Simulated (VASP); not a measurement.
# SnTe in VASP: notebook

The runs below take SnTe through single point, relaxation of cell and atoms, with PBE, PBE+D3(BJ), PBE0.

All numbers are computed with VASP 6.6.1; they aren't measurements. Logs are shortened: lines on timing, memory, paths and dates and some standing lists are left out, and cuts for length are marked.

## 1. The cell of the first run

It takes space group Immm (No. 71, orthorhombic). The conventional cell has a = 4.434 Å, b = 4.478 Å, c = 6.302 Å, α = 90.00°, β = 90.00°, γ = 90.00°. Te (site symmetry mmm) has 6 Sn at 3.15 Å within 4.1 Å. Sn (site symmetry mmm) has 6 Te at 3.15 Å within 4.1 Å.

## 2. Single point, PBE

INCAR reads:

```
SYSTEM = SnTe
PREC = Accurate
ENCUT = 520
EDIFF = 1E-6
ISMEAR = -1
SIGMA = 0.05
LREAL = .False.
LASPH = .True.
NELM = 100
ALGO = Normal
ISIF = 2
LWAVE = .False.
LCHARG = .False.
GGA = PE
NBANDS = 17
```

KPOINTS reads:

```
regular mesh
0
Gamma
  6 6 6
  0 0 0
```

POSCAR reads:

```
SnTe
1.0
    0.0157542500      3.1508500000      3.1508500000
    3.1508500000      0.0157542500      3.1508500000
    3.1666042500      3.1666042500      0.0000000000
Te Sn
1 1
Direct
    0.5000000000      0.5000000000      0.5000000000
    0.0000000000      0.0000000000      0.0000000000
```

Potentials or basis: VASP PAW PBE potentials, release 64 (Te, Sn_d).

On the command line:

```
> cat potpaw_PBE.64/Te/POTCAR potpaw_PBE.64/Sn_d/POTCAR > POTCAR
> mpirun -np 1 vasp_std > vasp.out
```

OUTCAR:

```text
SYSTEM = SnTe
   PREC = Accurate
   ENCUT = 520
   EDIFF = 1E-6
   ISMEAR = -1
   LREAL = .False.
   LASPH = .True.
   NELM = 100
   ISIF = 2
   GGA = PE

 ion  position               nearest neighbor table
   1  0.500  0.500  0.500-   2 3.15   2 3.15   2 3.15   2 3.15   2 3.15   2 3.15
   2  0.000  0.000  0.000-   1 3.15   1 3.15   1 3.15   1 3.15   1 3.15   1 3.15

  LATTYP: Found a body centered orthorhombic cell.
 ALAT       =     4.4336949290
 B/A-ratio  =     1.0100502513
 C/A-ratio  =     1.4213201632

  Lattice vectors:

 A1 = (   3.1508500000,   0.0157542500,  -3.1508500000)
 A2 = (  -3.1508500000,  -0.0157542500,  -3.1508500000)
 A3 = (   0.0157542500,   3.1508500000,   3.1508500000)

Analysis of symmetry for initial positions (statically):
=====================================================================
 Subroutine PRICEL returns:
 Original cell was already a primitive cell.

 Routine SETGRP: Setting up the symmetry group for a
 body centered orthorhombic supercell.

 Subroutine GETGRP returns: Found  8 space group operations
 (whereof  8 operations were pure point group operations)
 out of a pool of  8 trial point group operations.

The static configuration has the point symmetry D_2h.

Analysis of symmetry for dynamics (positions and initial velocities):
=====================================================================
 Subroutine PRICEL returns:
 Original cell was already a primitive cell.

 Routine SETGRP: Setting up the symmetry group for a
 body centered orthorhombic supercell.

 Subroutine GETGRP returns: Found  8 space group operations
 (whereof  8 operations were pure point group operations)
 out of a pool of  8 trial point group operations.

The dynamic configuration has the point symmetry D_2h.

 Subroutine INISYM returns: Found  8 space group operations
 (whereof  8 operations are pure point group operations),
 and found     1 'primitive' translations

----------------------------------------------------------------------------------------

                                     Primitive cell

  volume of cell :      62.5608

  direct lattice vectors                    reciprocal lattice vectors
     0.015754250  3.150850000  3.150850000    -0.159484762  0.159484762  0.158687338
     3.150850000  0.015754250  3.150850000     0.159484762 -0.159484762  0.158687338
     3.166604250  3.166604250  0.000000000     0.157897849  0.157897849 -0.158687338

  length of vectors
     4.456002653  4.456002653  4.478254677     0.275776087  0.275776087  0.273943667

  position of ions in fractional coordinates (direct lattice)
     0.500000000  0.500000000  0.500000000
     0.000000000  0.000000000  0.000000000

  ion indices of the primitive-cell ions
   primitive index   ion index
                 1           1
                 2           2

----------------------------------------------------------------------------------------

 KPOINTS: regular mesh

Automatic generation of k-mesh.
 Grid dimensions read from file:
 generate k-points for:    6    6    6

 Generating k-lattice:

  Cartesian coordinates                     Fractional coordinates (reciprocal lattice)
    -0.026580794  0.026580794  0.026447890     0.166666667  0.000000000  0.000000000
     0.026580794 -0.026580794  0.026447890     0.000000000  0.166666667  0.000000000
     0.026316308  0.026316308 -0.026447890     0.000000000  0.000000000  0.166666667

  Length of vectors
     0.045962681  0.045962681  0.045657278

  Shift w.r.t. Gamma in fractional coordinates (k-lattice)
     0.000000000  0.000000000  0.000000000

 Subroutine IBZKPT returns following result:
 ===========================================

 Found     46 irreducible k-points:

 Following reciprocal coordinates:
            Coordinates               Weight
  0.000000  0.000000  0.000000      1.000000
  0.166667 -0.000000  0.000000      4.000000
  0.333333  0.000000  0.000000      4.000000
  0.500000  0.000000  0.000000      2.000000
  0.166667  0.166667  0.000000      2.000000
  0.333333  0.166667  0.000000      4.000000
[... 16 lines left out ...]
 -0.166667  0.333333  0.166667      4.000000
  0.500000  0.500000  0.166667      4.000000
 [... further k-points ...]
   k-points           NKPTS =     46   k-points in BZ     NKDIM =     46   number of bands    NBANDS=     17
   number of dos      NEDOS =    301   number of ions     NIONS =      2
   total plane-waves  NPLWV =  46656
   dimension x,y,z NGX =    36 NGY =   36 NGZ =   36
   dimension x,y,z NGXF=    72 NGYF=   72 NGZF=   72
   ions per type =               1   1
   NGX,Y,Z   is equivalent  to a cutoff of  13.43, 13.43, 13.36 a.u.
   NGXF,Y,Z  is equivalent  to a cutoff of  26.86, 26.86, 26.73 a.u.
 SYSTEM =  SnTe
   PREC   = accura    normal or accurate (medium, high low for compatibility)
   ISTART =      0    job   : 0-new  1-cont  2-samecut
   ICHARG =      2    charge: 1-file 2-atom 10-const
   ISPIN  =      1    spin polarized calculation?
   LNONCOLLINEAR =      F non collinear calculations
   LSORBIT =      F    spin-orbit coupling
   LASPH  =      T    aspherical Exc in radial PAW
   ENCUT  =  520.0 eV  38.22 Ry    6.18 a.u.   8.29  8.29  8.33*2*pi/ulx,y,z
   NELM   =    100;   NELMIN=  2; NELMDL= -5     # of ELM steps
   EDIFF  = 0.1E-05   stopping-criterion for ELM
   LREAL  =      F    real-space projection
   EDIFFG = 0.1E-04   stopping-criterion for IOM
   NSW    =      0    number of steps for IOM
   IBRION =     -1    ionic relax: 0-MD 1-quasi-New 2-CG
   NFREE  =      0    steps in history (QN), initial steepest desc. (CG)
   ISIF   =      2    stress and relaxation
   ISYM   =      2    0-nonsym 1-usesym 2-fastsym
   POTIM  = 0.5000    time-step for ionic-motion
   TEBEG  =    0.0;   TEEND  =   0.0 temperature during run
   PSTRESS=    0.0 pullay stress
   NELECT =      20.0000    total number of electrons
   NUPDOWN=      -1.0000    fix difference up-down
   EMIN   =  10.00;   EMAX   =-10.00  energy-range for DOS
   EFERMI =   0.00;   METHOD = LEGACY
   ISMEAR =    -1;   SIGMA  =   0.05  broadening in eV -4-tet -1-fermi 0-gaus
   EFERMI_NEDOS =   21; number of points for ismear=-14 and -15
   IALGO  =     38    algorithm
   IMIX   =      4    mixing-type and parameters
     AMIX     =   0.40;   BMIX     =  1.00
     AMIX_MAG =   1.60;   BMIX_MAG =  1.00
  volume/ion in A,a.u.               =      31.28       211.09
  Fermi-wavevector in a.u.,A,eV,Ry     =   1.119397  2.115353 17.048769  1.253049
  Thomas-Fermi vector in A             =   2.256035
   LORBIT       =      0    0 simple, 1 ext, 2 COOP (PROOUT), +10 PAW based schemes
   GGA     = PE    functional components
   LHFCALC =     F    Hartree Fock is set to
   AEXX    =    0.0000 exact exchange contribution
   IVDW    =     0    specifies the selected vdW correction
   LEPSILON=     F    determine dielectric tensor
   LRPA    =     F    only Hartree local field effects (RPA)
 non-spin polarized calculation
  energy-cutoff  :      520.00
  volume of cell :       62.56
 maximum number of plane-waves:      1700
 NGX is ok and might be reduce to    36
   NGX = 17   NGY = 17   NGZ = 17

 number of electron      19.9999998 magnetization

 Free energy of the ion-electron system (eV)
  ---------------------------------------------------
  ext. energy  EPLUGINS =         0.00000000
  ---------------------------------------------------
  free energy    TOTEN  =        -7.54339904 eV

  energy without entropy =       -7.54122783  energy(sigma->0) =       -7.54231344

 E-fermi :   7.0120     XC(G=0):  -9.4986

 val. band max:        6.9897210396   @ k =  -0.0000  -0.0000   0.5000
 cond. band min:       7.0336791396   @ k =   0.5000   0.0000   0.0000
 fundamental gap:      0.0439580999
 Fermi energy:         7.0120207305

 k-point     1 :       0.0000    0.0000    0.0000
  band No.  band energies     occupation
      1     -14.9584      2.00000
      2     -14.9584      2.00000
      3     -14.9528      2.00000
      4     -14.9523      2.00000
      5     -14.9518      2.00000
      6      -5.8489      2.00000
[... 9 lines left out ...]
     16      11.7677      0.00000
     17      13.7736      0.00000

 k-point     2 :       0.1667   -0.0000    0.0000
  band No.  band energies     occupation
      1     -14.9596      2.00000
      2     -14.9596      2.00000
      3     -14.9516      2.00000
      4     -14.9512      2.00000
      5     -14.9505      2.00000
      6      -5.6159      2.00000
[... 9 lines left out ...]
     16      12.2938      0.00000
     17      15.3810      0.00000

 k-point     3 :       0.3333    0.0000    0.0000
  band No.  band energies     occupation
      1     -14.9624      2.00000
      2     -14.9623      2.00000
      3     -14.9508      2.00000
      4     -14.9476      2.00000
      5     -14.9467      2.00000
      6      -5.0091      2.00000
[... 9 lines left out ...]
     16      13.8389      0.00000
     17      17.6887      0.00000

 k-point     4 :       0.5000    0.0000    0.0000
  band No.  band energies     occupation
      1     -14.9638      2.00000
      2     -14.9637      2.00000
      3     -14.9505      2.00000
      4     -14.9457      2.00000
      5     -14.9448      2.00000
      6      -4.5576      2.00000
[... 9 lines left out ...]
     16      15.7570      0.00000
     17      15.9200      0.00000

 k-point     5 :       0.1667    0.1667    0.0000
  band No.  band energies     occupation
      1     -14.9622      2.00000
      2     -14.9572      2.00000
      3     -14.9532      2.00000
      4     -14.9502      2.00000
      5     -14.9492      2.00000
      6      -5.5418      2.00000
[... 9 lines left out ...]
     16      13.1955      0.00000
     17      14.1262      0.00000

 k-point     6 :       0.3333    0.1667    0.0000
  band No.  band energies     occupation
      1     -14.9655      2.00000
      2     -14.9582      2.00000
      3     -14.9527      2.00000
      4     -14.9469      2.00000
      5     -14.9468      2.00000
      6      -5.0618      2.00000
[... 9 lines left out ...]
     16      14.5767      0.00000
     17      16.0325      0.00000

 k-point     7 :       0.5000    0.1667    0.0000
  band No.  band energies     occupation
      1     -14.9664      2.00000
      2     -14.9611      2.00000
      3     -14.9501      2.00000
      4     -14.9459      2.00000
      5     -14.9449      2.00000
      6      -4.5009      2.00000
[... 9 lines left out ...]
     16      15.8588      0.00000
     17      16.3869      0.00000

 k-point     8 :      -0.3333    0.1667    0.0000
  band No.  band energies     occupation
      1     -14.9639      2.00000
      2     -14.9627      2.00000
      3     -14.9495      2.00000
      4     -14.9468      2.00000
      5     -14.9459      2.00000
      6      -4.6470      2.00000
[... 9 lines left out ...]
     16      15.2158      0.00000
     17      16.8605      0.00000
[... 203 lines left out ...]
      1     -14.9618      2.00000
      2     -14.9604      2.00000
      3     -14.9514      2.00000
      4     -14.9495      2.00000
      5     -14.9478      2.00000
      6      -5.2587      2.00000
[... 9 lines left out ...]
     16      14.3995      0.00000
     17      14.7962      0.00000

 k-point    20 :       0.3333    0.3333    0.1667
  band No.  band energies     occupation
      1     -14.9655      2.00000
      2     -14.9580      2.00000
      3     -14.9529      2.00000
      4     -14.9477      2.00000
      5     -14.9460      2.00000
      6      -5.0650      2.00000
[... 9 lines left out ...]
     16      14.6864      0.00000
     17      15.9930      0.00000

 k-point    21 :       0.5000    0.3333    0.1667
  band No.  band energies     occupation
      1     -14.9682      2.00000
      2     -14.9586      2.00000
      3     -14.9519      2.00000
      4     -14.9459      2.00000
      5     -14.9443      2.00000
      6      -4.5893      2.00000
[... 9 lines left out ...]
     16      15.3230      0.00000
     17      15.9877      0.00000

 k-point    22 :      -0.3333    0.3333    0.1667
  band No.  band energies     occupation
      1     -14.9686      2.00000
      2     -14.9598      2.00000
      3     -14.9489      2.00000
      4     -14.9479      2.00000
      5     -14.9430      2.00000
      6      -4.2779      2.00000
[... 9 lines left out ...]
     16      16.7864      0.00000
     17      16.9225      0.00000

 k-point    23 :      -0.1667    0.3333    0.1667
  band No.  band energies     occupation
      1     -14.9682      2.00000
      2     -14.9587      2.00000
      3     -14.9520      2.00000
      4     -14.9454      2.00000
      5     -14.9445      2.00000
      6      -4.5819      2.00000
[... 9 lines left out ...]
     16      15.2651      0.00000
     17      16.0260      0.00000

 k-point    24 :       0.5000    0.5000    0.1667
  band No.  band energies     occupation
      1     -14.9725      2.00000
      2     -14.9558      2.00000
      3     -14.9542      2.00000
      4     -14.9438      2.00000
      5     -14.9423      2.00000
      6      -4.3601      2.00000
[... 9 lines left out ...]
     16      16.4924      0.00000
     17      17.0447      0.00000

 [... further k-points ...]

------------------------ aborting loop because EDIFF is reached ----------------------------------------

  FORCE on cell =-STRESS in cart. coord.  units (eV):
  Direction    XX          YY          ZZ          XY          YZ          ZX
  --------------------------------------------------------------------------------------
  -------------------------------------------------------------------------------------
  Total        0.8713558      0.8713558      0.8700156     -0.0287087      0.0000000      0.0000000
  in kB       22.3153547     22.3153547     22.2810318     -0.7352284      0.0000000      0.0000000
  external PRESSURE =      22.3039137 kB  Pullay stress =       0.0000000 kB

 VOLUME and BASIS-vectors are now :
 -----------------------------------------------------------------------------
  energy-cutoff  :      520.00
  volume of cell :       62.56
      direct lattice vectors                 reciprocal lattice vectors
     0.015754250  3.150850000  3.150850000    -0.159484762  0.159484762  0.158687338
     3.150850000  0.015754250  3.150850000     0.159484762 -0.159484762  0.158687338
     3.166604250  3.166604250  0.000000000     0.157897849  0.157897849 -0.158687338

 POSITION                                       TOTAL-FORCE (eV/Angst)
 -----------------------------------------------------------------------------------
      3.16660      3.16660      3.15085        -0.000000     -0.000000      0.000000
      0.00000      0.00000      0.00000         0.000000      0.000000     -0.000000
 -----------------------------------------------------------------------------------
    total drift:                               -0.000000      0.000000      0.000000

  FREE ENERGIE OF THE ION-ELECTRON SYSTEM (eV)
  ---------------------------------------------------
  free  energy   TOTEN  =        -7.5433990400 eV

  energy  without entropy=       -7.5412278320  energy(sigma->0) =       -7.54231344
```

Wall time 99 s (1 thread of Intel Xeon 8259CL, shared host); peak memory 0.23 GiB.

Results:

| Item | Value |
| --- | --- |
| Free energy | -7.5434 eV |
| Pressure | 2.2 GPa |
| Band gap on the k mesh | 0.04 eV (least direct gap 0.10 eV) |

Stress tensor (GPa, compression positive):
```
 2.23 -0.07  0.00
-0.07  2.23  0.00
 0.00  0.00  2.23
```

Caveat: spin-orbit coupling is left out, which moves the levels of the heavy elements. A k mesh can miss the band edges.

(Part 1 of 2 ends here.)
